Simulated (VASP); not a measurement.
# FePt (P4/mmm) in VASP: single point with PBEsol

Aim: the single point of FePt with PBEsol.

All numbers are computed with VASP 6.6.1; they aren't measurements. Logs are shortened: lines on timing, memory, paths and dates and some standing lists are left out, and cuts for length are marked.

### 1 The cell of the first run

It takes space group P4/mmm (No. 123, tetragonal). The conventional cell has a = 2.688 Å, b = 2.688 Å, c = 3.712 Å, α = 90.00°, β = 90.00°, γ = 90.00°. Fe (site symmetry 4/mmm) has 8 Pt at 2.66 Å and 4 Fe at 2.69 Å within 3.5 Å. Pt (site symmetry 4/mmm) has 8 Fe at 2.66 Å and 4 Pt at 2.69 Å within 3.5 Å.

### 2 Single point, PBEsol, collinear spin, ferromagnetic start

INCAR reads:

```
SYSTEM = FePt
  PREC = Accurate
  ENCUT = 520
  EDIFF = 1E-7
  ISMEAR = 0
  SIGMA = 0.05
  LREAL = .FALSE.
  LASPH = .TRUE.
  NELM = 150
  ALGO = Fast
  ISIF = 2
  LWAVE = .FALSE.
  LCHARG = .FALSE.
  ISPIN = 2
  MAGMOM = 2.5 0
  LORBIT = 11
  LMAXMIX = 4
  GGA = PS
  NBANDS = 20
```

KPOINTS reads:

```
regular mesh
0
G
  12 12 10
  0 0 0
```

POSCAR reads:

```
FePt
1.0
    2.6883633534      0.0000000000      0.0000000000
    0.0000000000      2.6883633534      0.0000000000
    0.0000000000      0.0000000000      3.7121829583
Fe Pt
1 1
Direct
    0.5000000000      0.5000000000      0.5000000000
    0.0000000000      0.0000000000      0.0000000000
```

Potentials or basis: VASP PAW PBE potentials, release 64 (Fe, Pt).

Run with:

```bash
$ cat potpaw_PBE.64/Fe/POTCAR potpaw_PBE.64/Pt/POTCAR > POTCAR
$ mpirun -np 1 vasp_std > vasp.out
```

OUTCAR:

```text
SYSTEM = FePt
   PREC = Accurate
   ENCUT = 520
   EDIFF = 1E-7
   ISMEAR = 0
   LREAL = .FALSE.
   LASPH = .TRUE.
   NELM = 150
   ISIF = 2
   ISPIN = 2
   LORBIT = 11
   GGA = PS

 ion  position               nearest neighbor table
   1  0.500  0.500  0.500-   2 2.66   2 2.66   2 2.66   2 2.66   2 2.66   2 2.66   2 2.66   2 2.66

   2  0.000  0.000  0.000-   1 2.66   1 2.66   1 2.66   1 2.66   1 2.66   1 2.66   1 2.66   1 2.66

  LATTYP: Found a simple tetragonal cell.
 ALAT       =     2.6883633534
 C/A-ratio  =     1.3808337900

  Lattice vectors:

 A1 = (   2.6883633534,   0.0000000000,   0.0000000000)
 A2 = (   0.0000000000,   2.6883633534,   0.0000000000)
 A3 = (   0.0000000000,   0.0000000000,   3.7121829583)

Analysis of symmetry for initial positions (statically):
=====================================================================
 Subroutine PRICEL returns:
 Original cell was already a primitive cell.

 Routine SETGRP: Setting up the symmetry group for a
 simple tetragonal supercell.

 Subroutine GETGRP returns: Found 16 space group operations
 (whereof 16 operations were pure point group operations)
 out of a pool of 16 trial point group operations.

The static configuration has the point symmetry D_4h.

Analysis of symmetry for dynamics (positions and initial velocities):
=====================================================================
 Subroutine PRICEL returns:
 Original cell was already a primitive cell.

 Routine SETGRP: Setting up the symmetry group for a
 simple tetragonal supercell.

 Subroutine GETGRP returns: Found 16 space group operations
 (whereof 16 operations were pure point group operations)
 out of a pool of 16 trial point group operations.

The dynamic configuration has the point symmetry D_4h.

Analysis of structural, dynamic, and magnetic symmetry:
=====================================================================
 Subroutine PRICEL returns:
 Original cell was already a primitive cell.

 Routine SETGRP: Setting up the symmetry group for a
 simple tetragonal supercell.

 Subroutine GETGRP returns: Found 16 space group operations
 (whereof 16 operations were pure point group operations)
 out of a pool of 16 trial point group operations.

The overall configuration has the point symmetry D_4h.

 Subroutine INISYM returns: Found 16 space group operations
 (whereof 16 operations are pure point group operations),
 and found     1 'primitive' translations

----------------------------------------------------------------------------------------

                                     Primitive cell

  volume of cell :      26.8291

  direct lattice vectors                    reciprocal lattice vectors
     2.688363353  0.000000000  0.000000000     0.371973528  0.000000000  0.000000000
     0.000000000  2.688363353  0.000000000     0.000000000  0.371973528  0.000000000
     0.000000000  0.000000000  3.712182958     0.000000000  0.000000000  0.269383274

  length of vectors
     2.688363353  2.688363353  3.712182958     0.371973528  0.371973528  0.269383274

  position of ions in fractional coordinates (direct lattice)
     0.500000000  0.500000000  0.500000000
     0.000000000  0.000000000  0.000000000

  ion indices of the primitive-cell ions
   primitive index   ion index
                 1           1
                 2           2

----------------------------------------------------------------------------------------

 KPOINTS: regular mesh

Automatic generation of k-mesh.
 Grid dimensions read from file:
 generate k-points for:   12   12   10

 Generating k-lattice:

  Cartesian coordinates                     Fractional coordinates (reciprocal lattice)
     0.030997794  0.000000000  0.000000000     0.083333333  0.000000000  0.000000000
     0.000000000  0.030997794  0.000000000     0.000000000  0.083333333  0.000000000
     0.000000000  0.000000000  0.026938327     0.000000000  0.000000000  0.100000000

  Length of vectors
     0.030997794  0.030997794  0.026938327

  Shift w.r.t. Gamma in fractional coordinates (k-lattice)
     0.000000000  0.000000000  0.000000000

 Subroutine IBZKPT returns following result:
 ===========================================

 Found    168 irreducible k-points:

 Following reciprocal coordinates:
            Coordinates               Weight
  0.000000  0.000000  0.000000      1.000000
  0.083333  0.000000  0.000000      4.000000
  0.166667  0.000000  0.000000      4.000000
  0.250000  0.000000  0.000000      4.000000
  0.333333  0.000000  0.000000      4.000000
  0.416667  0.000000  0.000000      4.000000
[... 16 lines left out ...]
  0.333333  0.333333  0.000000      4.000000
  0.416667  0.333333  0.000000      8.000000
 [... further k-points ...]
   k-points           NKPTS =    168   k-points in BZ     NKDIM =    168   number of bands    NBANDS=     20
   number of dos      NEDOS =    301   number of ions     NIONS =      2
   total plane-waves  NPLWV =  11200
   dimension x,y,z NGX =    20 NGY =   20 NGZ =   28
   dimension x,y,z NGXF=    40 NGYF=   40 NGZF=   56
   ions per type =               1   1
   NGX,Y,Z   is equivalent  to a cutoff of  12.37, 12.37, 12.54 a.u.
   NGXF,Y,Z  is equivalent  to a cutoff of  24.74, 24.74, 25.08 a.u.
 SYSTEM =  FePt
   PREC   = accura    normal or accurate (medium, high low for compatibility)
   ISTART =      0    job   : 0-new  1-cont  2-samecut
   ICHARG =      2    charge: 1-file 2-atom 10-const
   ISPIN  =      2    spin polarized calculation?
   LNONCOLLINEAR =      F non collinear calculations
   LSORBIT =      F    spin-orbit coupling
   LASPH  =      T    aspherical Exc in radial PAW
   ENCUT  =  520.0 eV  38.22 Ry    6.18 a.u.   5.00  5.00  6.90*2*pi/ulx,y,z
   NELM   =    150;   NELMIN=  2; NELMDL= -5     # of ELM steps
   EDIFF  = 0.1E-06   stopping-criterion for ELM
   LREAL  =      F    real-space projection
   EDIFFG = 0.1E-05   stopping-criterion for IOM
   NSW    =      0    number of steps for IOM
   IBRION =     -1    ionic relax: 0-MD 1-quasi-New 2-CG
   NFREE  =      0    steps in history (QN), initial steepest desc. (CG)
   ISIF   =      2    stress and relaxation
   ISYM   =      2    0-nonsym 1-usesym 2-fastsym
   POTIM  = 0.5000    time-step for ionic-motion
   TEBEG  =    0.0;   TEEND  =   0.0 temperature during run
   PSTRESS=    0.0 pullay stress
   NELECT =      18.0000    total number of electrons
   NUPDOWN=      -1.0000    fix difference up-down
   EMIN   =  10.00;   EMAX   =-10.00  energy-range for DOS
   EFERMI =   0.00;   METHOD = LEGACY
   ISMEAR =     0;   SIGMA  =   0.05  broadening in eV -4-tet -1-fermi 0-gaus
   EFERMI_NEDOS =   21; number of points for ismear=-14 and -15
   IALGO  =     68    algorithm
   IMIX   =      4    mixing-type and parameters
     AMIX     =   0.40;   BMIX     =  1.00
     AMIX_MAG =   1.60;   BMIX_MAG =  1.00
  volume/ion in A,a.u.               =      13.41        90.53
  Fermi-wavevector in a.u.,A,eV,Ry     =   1.433168  2.708296 27.945982  2.053972
  Thomas-Fermi vector in A             =   2.552716
   LORBIT       =     11    0 simple, 1 ext, 2 COOP (PROOUT), +10 PAW based schemes
   GGA     = PS    functional components
   LHFCALC =     F    Hartree Fock is set to
   AEXX    =    0.0000 exact exchange contribution
   IVDW    =     0    specifies the selected vdW correction
   LEPSILON=     F    determine dielectric tensor
   LRPA    =     F    only Hartree local field effects (RPA)
 spin polarized calculation
 RMM-DIIS sequential band-by-band and
 Gauss-broadening in eV      SIGMA  =   0.05
  energy-cutoff  :      520.00
  volume of cell :       26.83
 maximum number of plane-waves:       744
 NGX is ok and might be reduce to    20
   NGX =  9   NGY =  9   NGZ = 13

 number of electron      18.0000011 magnetization       3.1979121

 Free energy of the ion-electron system (eV)
  ---------------------------------------------------
  ext. energy  EPLUGINS =         0.00000000
  ---------------------------------------------------
  free energy    TOTEN  =       -16.28791631 eV

  energy without entropy =      -16.28565763  energy(sigma->0) =      -16.28678697

 E-fermi :   8.8804     XC(G=0): -13.3685

 val. band max:        8.8740075335   @ k =   0.4167   0.1667   0.0000
 cond. band min:       8.8808048092   @ k =   0.0000   0.0000   0.2000
 fundamental gap:      0.0067972757
 Fermi energy:         8.8804196592

 spin component 1

 k-point     1 :       0.0000    0.0000    0.0000
  band No.  band energies     occupation
      1      -0.9750      1.00000
      2       2.3374      1.00000
      3       2.4850      1.00000
      4       5.4489      1.00000
      5       5.4489      1.00000
      6       5.9596      1.00000
[... 12 lines left out ...]
     19      30.7099      0.00000
     20      30.7101      0.00000

 k-point     2 :       0.0833    0.0000    0.0000
  band No.  band energies     occupation
      1      -0.7874      1.00000
      2       2.4398      1.00000
      3       2.6156      1.00000
      4       5.3632      1.00000
      5       5.5032      1.00000
      6       6.0105      1.00000
[... 12 lines left out ...]
     19      30.4336      0.00000
     20      31.0719      0.00000

 k-point     3 :       0.1667    0.0000    0.0000
  band No.  band energies     occupation
      1      -0.2543      1.00000
      2       2.6729      1.00000
      3       3.0457      1.00000
      4       5.1159      1.00000
      5       5.6625      1.00000
      6       6.1120      1.00000
[... 12 lines left out ...]
     19      30.6884      0.00000
     20      32.0793      0.00000

 k-point     4 :       0.2500    0.0000    0.0000
  band No.  band energies     occupation
      1       0.5365      1.00000
      2       3.0076      1.00000
      3       3.6790      1.00000
      4       4.7408      1.00000
      5       5.9152      1.00000
      6       6.1104      1.00000
[... 429 lines left out ...]
 k-point    23 :       0.3333    0.3333    0.0000
  band No.  band energies     occupation
      1       2.4294      1.00000
      2       3.2680      1.00000
      3       3.5354      1.00000
      4       3.7438      1.00000
      5       5.9732      1.00000
      6       6.8874      1.00000
[... 12 lines left out ...]
     19      29.5894      0.00000
     20      29.6040      0.00000

 k-point    24 :       0.4167    0.3333    0.0000
  band No.  band energies     occupation
      1       2.3193      1.00000
      2       3.1876      1.00000
      3       3.2869      1.00000
      4       3.5072      1.00000
      5       6.5689      1.00000
      6       7.1660      1.00000
[... 12 lines left out ...]
     19      30.0401      0.00000
     20      30.1357      0.00000

 [... further k-points ...]

 spin component 2

 k-point     1 :       0.0000    0.0000    0.0000
  band No.  band energies     occupation
      1      -0.7994      1.00000
      2       2.8418      1.00000
      3       2.8854      1.00000
      4       6.4901      1.00000
      5       6.4901      1.00000
      6       8.0578      1.00000
[... 12 lines left out ...]
     19      30.8507      0.00000
     20      30.8529      0.00000

 k-point     2 :       0.0833    0.0000    0.0000
  band No.  band energies     occupation
      1      -0.6104      1.00000
      2       2.9285      1.00000
      3       3.0363      1.00000
      4       6.2995      1.00000
      5       6.5428      1.00000
      6       8.0576      1.00000
[... 12 lines left out ...]
     19      30.7112      0.00000
     20      31.2100      0.00000

 k-point     3 :       0.1667    0.0000    0.0000
  band No.  band energies     occupation
      1      -0.0741      1.00000
      2       3.1296      1.00000
      3       3.5173      1.00000
      4       5.8000      1.00000
      5       6.6946      1.00000
      6       7.6958      1.00000
[... 12 lines left out ...]
     19      31.0050      0.00000
     20      32.2212      0.00000

 k-point     4 :       0.2500    0.0000    0.0000
  band No.  band energies     occupation
      1       0.7188      1.00000
      2       3.4356      1.00000
      3       4.2251      1.00000
      4       5.1778      1.00000
      5       6.9255      1.00000
      6       7.2282      1.00000
[... 429 lines left out ...]
 k-point    23 :       0.3333    0.3333    0.0000
  band No.  band energies     occupation
      1       2.8342      1.00000
      2       3.9378      1.00000
      3       4.3196      1.00000
      4       4.3890      1.00000
      5       6.5184      1.00000
      6       7.2798      1.00000
[... 12 lines left out ...]
     19      29.9937      0.00000
     20      30.0546      0.00000

 k-point    24 :       0.4167    0.3333    0.0000
  band No.  band energies     occupation
      1       2.7321      1.00000
      2       3.9611      1.00000
      3       3.9614      1.00000
      4       4.2870      1.00000
      5       6.9952      1.00000
      6       8.3845      1.00000
[... 12 lines left out ...]
     19      30.4431      0.00000
     20      30.5719      0.00000

 [... further k-points ...]
[... 5 lines left out ...]
  --------------------------------------------------------------------------------------
  -------------------------------------------------------------------------------------
  Total       -0.0636905     -0.0636905     -0.0280428      0.0000000     -0.0000000     -0.0000000
  in kB       -3.8034721     -3.8034721     -1.6746603      0.0000000     -0.0000000     -0.0000000
  external PRESSURE =      -3.0938681 kB  Pullay stress =       0.0000000 kB

 VOLUME and BASIS-vectors are now :
 -----------------------------------------------------------------------------
  energy-cutoff  :      520.00
  volume of cell :       26.83
      direct lattice vectors                 reciprocal lattice vectors
     2.688363353  0.000000000  0.000000000     0.371973528  0.000000000  0.000000000
     0.000000000  2.688363353  0.000000000     0.000000000  0.371973528  0.000000000
     0.000000000  0.000000000  3.712182958     0.000000000  0.000000000  0.269383274

 POSITION                                       TOTAL-FORCE (eV/Angst)
 -----------------------------------------------------------------------------------
      1.34418      1.34418      1.85609         0.000000      0.000000      0.000000
      0.00000      0.00000      0.00000         0.000000      0.000000      0.000000
 -----------------------------------------------------------------------------------
    total drift:                               -0.000000      0.000000      0.000000

  FREE ENERGIE OF THE ION-ELECTRON SYSTEM (eV)
  ---------------------------------------------------
  free  energy   TOTEN  =       -16.2879163136 eV

  energy  without entropy=      -16.2856576298  energy(sigma->0) =      -16.28678697

 total charge

# of ion       s       p       d       tot
------------------------------------------
    1        0.422   0.478   6.150   7.050
    2        0.722   0.702   8.062   9.487
--------------------------------------------------
tot          1.144   1.181  14.212  16.537

 magnetization (x)

# of ion       s       p       d       tot
------------------------------------------
    1        0.003  -0.006   2.850   2.847
    2       -0.025  -0.065   0.406   0.315
--------------------------------------------------
tot         -0.023  -0.071   3.256   3.162
```

It took 3.2 min on 1 thread of Intel Xeon Platinum 8175M at 2.50GHz (Skylake/Cascade Lake), shared host; peak memory 0.25 GiB.

Results:

```yaml
Free_energy: -16.2879 eV
Pressure: -0.3 GPa
Net_moment: 3.20 μB per cell
Site_moments: Fe +2.85; Pt +0.32 μB
Valence_electrons_inside_the_program's_atomic_spheres: Fe 7.05; Pt 9.49
```

Stress tensor (GPa, compression positive):
```
-0.38  0.00  0.00
 0.00 -0.38  0.00
 0.00  0.00 -0.17
```

Caveat: the PAW data sets were made with another functional, which shifts forces and pressure a little; spin-orbit coupling is left out, which moves the levels of the heavy elements.
